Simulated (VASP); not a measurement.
A run of VASP 6.6.1:

The input INCAR:

```
ALGO = Normal
EDIFF = 1E-6
ENCUT = 520
GGA = PS
ISIF = 2
ISMEAR = 0
LASPH = True
LCHARG = True
LELF = True
LREAL = False
LVHAR = True
LWAVE = False
NBANDS = 48
NELM = 100
PREC = Accurate
SIGMA = 0.1
```

KPOINTS

```
k-points
0
Gamma
  12 12 8
```

POSCAR

```
Ti6O
1.0
    4.8388471040      0.0000000000      0.0000000000
   -2.4194235520      4.1905645171      0.0000000000
    0.0000000000      0.0000000000      4.5000107466
Ti O
6 1
Direct
    0.3356738439      0.0000000000      0.2598643788
    0.0000000000      0.3356738439      0.2598643788
    0.6643261561      0.6643261561      0.2598643788
    0.0000000000      0.6643261561      0.7401356212
    0.6643261561      0.0000000000      0.7401356212
    0.3356738439      0.3356738439      0.7401356212
    0.0000000000      0.0000000000      0.0000000000
```

Potentials or basis: VASP PAW PBE potentials, release 64 (Ti_sv, O).

Run with:

```sh
$ cat potpaw_PBE.64/Ti_sv/POTCAR potpaw_PBE.64/O/POTCAR > POTCAR
$ mpirun -np 1 vasp_std > vasp.out
```

Hardware: 1 thread of Intel(R) Xeon(R) 6975P-C (Granite Rapids) (shared host).

**Question.** Estimate the wall time of this run.

**Answer.** It took 3.9 min on 1 thread of Intel(R) Xeon(R) 6975P-C (Granite Rapids), with other jobs on the host, peak memory 0.49 GiB. Counts: scf iterations 15, k points 131.
